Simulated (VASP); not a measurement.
# V (R-3m) in VASP: further runs, part 2 of 2

VASP 6.6.1. The steps go on from the part before.

## Step 3: Single point, r2SCAN, collinear spin, ferrimagnetic start

This run uses another cell than the first one: it holds 3 atoms, not 2.

The input, POSCAR:

```
V
1.0
    1.3006052224      0.7509047752      6.9884087011
   -1.3006052224      0.7509047752      6.9884087011
    0.0000000000     -1.5018095505      6.9884087011
V
3
Direct
    0.0000000000      0.0000000000      0.0000000000
    0.2222211512      0.2222211512      0.2222211512
    0.7777788488      0.7777788488      0.7777788488
```

The input, INCAR.step1:

```
PREC = Accurate
ENCUT = 520
ISMEAR = 0
SIGMA = 0.1
LREAL = F
LASPH = T
NELM = 150
ISPIN = 2
MAGMOM = -1.24 1.14 1.14
LMAXMIX = 4
NBANDS = 30
GGA = PE
ALGO = Normal
EDIFF = 1E-4
LWAVE = T
LCHARG = F
```

The input, INCAR.step2:

```
PREC = Accurate
ENCUT = 520
EDIFF = 1E-6
ISMEAR = 0
SIGMA = 0.1
LREAL = F
LASPH = T
NELM = 150
ALGO = Normal
ISIF = 2
LWAVE = F
LCHARG = T
ISPIN = 2
MAGMOM = -1.24 1.14 1.14
LORBIT = 11
LMAXMIX = 4
METAGGA = R2SCAN
LMIXTAU = T
LELF = T
LVHAR = T
NBANDS = 30
ISTART = 1
```

The input, KPOINTS:

```
Automatic mesh
0
Gamma
  9 9 9
```

Potentials or basis: VASP PAW PBE potentials, release 64 (V_sv).

Started as:

```bash
$ cat potpaw_PBE.64/V_sv/POTCAR > POTCAR
$ cp INCAR.step1 INCAR
$ mpirun -np 1 vasp_std > vasp.out
$ cp INCAR.step2 INCAR
$ mpirun -np 1 vasp_std > vasp.out
```

OUTCAR:

```text
PREC = Accurate
   ENCUT = 520
   EDIFF = 1E-6
   ISMEAR = 0
   LREAL = F
   LASPH = T
   NELM = 150
   ISIF = 2
   ISPIN = 2
   LORBIT = 11
   METAGGA = R2SCAN
   ISTART = 1

 ion  position               nearest neighbor table
   1  0.000  0.000  0.000-   3 2.77   2 2.77   3 2.77   3 2.77   2 2.77   2 2.77
   2  0.222  0.222  0.222-   3 2.77   3 2.77   3 2.77   1 2.77   1 2.77   1 2.77
   3  0.778  0.778  0.778-   2 2.77   2 2.77   2 2.77   1 2.77   1 2.77   1 2.77

  LATTYP: Found a trigonal (rhomboedric) cell.
 ALAT       =     7.1479569179
 COS(alpha) =     0.9337848861

  Lattice vectors:

 A1 = (   1.3006052224,   0.7509047752,   6.9884087011)
 A2 = (  -1.3006052224,   0.7509047752,   6.9884087011)
 A3 = (   0.0000000000,  -1.5018095505,   6.9884087011)

Analysis of symmetry for initial positions (statically):
=====================================================================
 Subroutine PRICEL returns:
 Original cell was already a primitive cell.

 Routine SETGRP: Setting up the symmetry group for a
 trigonal (rhombohedral) supercell.

 Subroutine GETGRP returns: Found 12 space group operations
 (whereof 12 operations were pure point group operations)
 out of a pool of 12 trial point group operations.

The static configuration has the point symmetry D_3d.

Analysis of symmetry for dynamics (positions and initial velocities):
=====================================================================
 Subroutine PRICEL returns:
 Original cell was already a primitive cell.

 Routine SETGRP: Setting up the symmetry group for a
 trigonal (rhombohedral) supercell.

 Subroutine GETGRP returns: Found 12 space group operations
 (whereof 12 operations were pure point group operations)
 out of a pool of 12 trial point group operations.

The dynamic configuration has the point symmetry D_3d.

Analysis of structural, dynamic, and magnetic symmetry:
=====================================================================
 Subroutine PRICEL returns:
 Original cell was already a primitive cell.

 Routine SETGRP: Setting up the symmetry group for a
 trigonal (rhombohedral) supercell.

 Subroutine GETGRP returns: Found 12 space group operations
 (whereof 12 operations were pure point group operations)
 out of a pool of 12 trial point group operations.

The overall configuration has the point symmetry D_3d.

 Subroutine INISYM returns: Found 12 space group operations
 (whereof 12 operations are pure point group operations),
 and found     1 'primitive' translations

----------------------------------------------------------------------------------------

                                     Primitive cell

  volume of cell :      40.9506

  direct lattice vectors                    reciprocal lattice vectors
     1.300605222  0.750904775  6.988408701     0.384436408  0.221954464  0.047698031
    -1.300605222  0.750904775  6.988408701    -0.384436408  0.221954464  0.047698031
     0.000000000 -1.501809550  6.988408701     0.000000000 -0.443908927  0.047698031

  length of vectors
     7.147956918  7.147956918  7.147956918     0.446464151  0.446464151  0.446464151

  position of ions in fractional coordinates (direct lattice)
     0.000000000  0.000000000  0.000000000
     0.222221151  0.222221151  0.222221151
     0.777778849  0.777778849  0.777778849

  ion indices of the primitive-cell ions
   primitive index   ion index
[... 67 lines left out ...]
   ISTART =      1    job   : 0-new  1-cont  2-samecut
   ICHARG =      0    charge: 1-file 2-atom 10-const
   ISPIN  =      2    spin polarized calculation?
   LNONCOLLINEAR =      F non collinear calculations
   LSORBIT =      F    spin-orbit coupling
   LASPH  =      T    aspherical Exc in radial PAW
   ENCUT  =  520.0 eV  38.22 Ry    6.18 a.u.  13.29 13.29 13.29*2*pi/ulx,y,z
   NELM   =    150;   NELMIN=  2; NELMDL=  0     # of ELM steps
   EDIFF  = 0.1E-05   stopping-criterion for ELM
   LREAL  =      F    real-space projection
[... 7 lines left out ...]
   TEBEG  =    0.0;   TEEND  =   0.0 temperature during run
   PSTRESS=    0.0 pullay stress
   NELECT =      39.0000    total number of electrons
   NUPDOWN=      -1.0000    fix difference up-down
   EMIN   =  10.00;   EMAX   =-10.00  energy-range for DOS
   EFERMI =   0.00;   METHOD = LEGACY
   ISMEAR =     0;   SIGMA  =   0.10  broadening in eV -4-tet -1-fermi 0-gaus
   EFERMI_NEDOS =   21; number of points for ismear=-14 and -15
   IALGO  =     38    algorithm
   IMIX   =      4    mixing-type and parameters
     AMIX     =   0.40;   BMIX     =  1.00
     AMIX_MAG =   1.60;   BMIX_MAG =  1.00
  volume/ion in A,a.u.               =      13.65        92.12
  Fermi-wavevector in a.u.,A,eV,Ry     =   1.610682  3.043747 35.297535  2.594296
  Thomas-Fermi vector in A             =   2.706193
   LORBIT       =     11    0 simple, 1 ext, 2 COOP (PROOUT), +10 PAW based schemes
   METAGGA = R2SCAN    functional components
   LHFCALC =     F    Hartree Fock is set to
   AEXX    =    0.0000 exact exchange contribution
   IVDW    =     0    specifies the selected vdW correction
   LEPSILON=     F    determine dielectric tensor
   LRPA    =     F    only Hartree local field effects (RPA)
 spin polarized calculation
 Gauss-broadening in eV      SIGMA  =   0.10
  energy-cutoff  :      520.00
  volume of cell :       40.95
 maximum number of plane-waves:      1118
 NGX is ok and might be reduce to    54

 number of electron      39.0000011 magnetization      -0.0042468

 Free energy of the ion-electron system (eV)
  ---------------------------------------------------
  ext. energy  EPLUGINS =         0.00000000
  ---------------------------------------------------
  free energy    TOTEN  =       -41.64337477 eV

  energy without entropy =      -41.62035137  energy(sigma->0) =      -41.63186307

 E-fermi :   9.8682     XC(G=0): -13.9675

 val. band max:        9.8656021515   @ k =  -0.3333   0.3333   0.1111
 cond. band min:       9.8697434356   @ k =  -0.4444   0.1111   0.1111
 fundamental gap:      0.0041412841
 Fermi energy:         9.8681564219

 spin component 1

 k-point     1 :       0.0000    0.0000    0.0000
  band No.  band energies     occupation
      1     -56.7669      1.00000
      2     -56.6774      1.00000
      3     -56.6649      1.00000
      4     -29.6027      1.00000
      5     -29.5558      1.00000
      6     -29.0293      1.00000
[... 781 lines left out ...]
     29      13.9806      0.00000
     30      16.1433      0.00000

 [... further k-points ...]

 spin component 2

 k-point     1 :       0.0000    0.0000    0.0000
  band No.  band energies     occupation
      1     -56.7679      1.00000
      2     -56.6770      1.00000
      3     -56.6682      1.00000
      4     -29.6023      1.00000
      5     -29.5583      1.00000
      6     -29.0308      1.00000
[... 781 lines left out ...]
     29      13.9786      0.00000
     30      16.1422      0.00000

 [... further k-points ...]

------------------------ aborting loop because EDIFF is reached ----------------------------------------

  FORCE on cell =-STRESS in cart. coord.  units (eV):
  Direction    XX          YY          ZZ          XY          YZ          ZX
  --------------------------------------------------------------------------------------
  -------------------------------------------------------------------------------------
  Total        0.1599614      0.1599614      0.1380174      0.0000000     -0.0000000      0.0000000
  in kB        6.2584379      6.2584379      5.3998839      0.0000000     -0.0000000      0.0000000
  external PRESSURE =       5.9722532 kB  Pullay stress =       0.0000000 kB

 VOLUME and BASIS-vectors are now :
 -----------------------------------------------------------------------------
  energy-cutoff  :      520.00
  volume of cell :       40.95
      direct lattice vectors                 reciprocal lattice vectors
     1.300605222  0.750904775  6.988408701     0.384436408  0.221954464  0.047698031
    -1.300605222  0.750904775  6.988408701    -0.384436408  0.221954464  0.047698031
     0.000000000 -1.501809550  6.988408701     0.000000000 -0.443908927  0.047698031

 POSITION                                       TOTAL-FORCE (eV/Angst)
 -----------------------------------------------------------------------------------
      0.00000      0.00000      0.00000         0.000000     -0.000000      0.000000
      0.00000     -0.00000      4.65892        -0.000000      0.000000     -0.001375
      0.00000     -0.00000     16.30631        -0.000000     -0.000000      0.001375
 -----------------------------------------------------------------------------------
    total drift:                                0.000000     -0.000000      0.000000

  FREE ENERGIE OF THE ION-ELECTRON SYSTEM (eV)
  ---------------------------------------------------
  free  energy   TOTEN  =       -41.6433747679 eV

  energy  without entropy=      -41.6203513721  energy(sigma->0) =      -41.63186307

 total charge

# of ion       s       p       d       tot
------------------------------------------
    1        2.345   6.238   3.035  11.617
    2        2.343   6.229   3.045  11.618
    3        2.343   6.229   3.045  11.618
--------------------------------------------------
tot          7.031  18.697   9.126  34.853

 magnetization (x)

# of ion       s       p       d       tot
------------------------------------------
    1       -0.000  -0.000  -0.003  -0.004
    2        0.000  -0.000   0.000   0.000
    3        0.000  -0.000   0.000   0.000
--------------------------------------------------
tot         -0.000  -0.000  -0.003  -0.003
```

It took 70 min on 1 thread of Intel Xeon Platinum 8259CL at 2.50GHz (Skylake/Cascade Lake), shared host; peak memory 0.62 GiB.

Results:

- Free energy: -41.6434 eV
- Pressure: 0.6 GPa
- Net moment: 0.00 μB per cell
- Valence electrons inside the program's atomic spheres: V 11.62

Levels at points of the mesh, in eV from the Fermi level:
Spin up:
```tsv
k point	band 17	band 18	band 19	band 20	band 21	band 22
(0.00, 0.00, 0.00)	-1.08	-0.56	0.35	0.35	0.44	0.44
```
Spin down:
| k point | band 17 | band 18 | band 19 | band 20 | band 21 | band 22 |
| --- | --- | --- | --- | --- | --- | --- |
| (0.00, 0.00, 0.00) | -1.08 | -0.57 | 0.35 | 0.35 | 0.44 | 0.44 |

Caveat: the PAW data sets were made with another functional, which shifts forces and pressure a little.
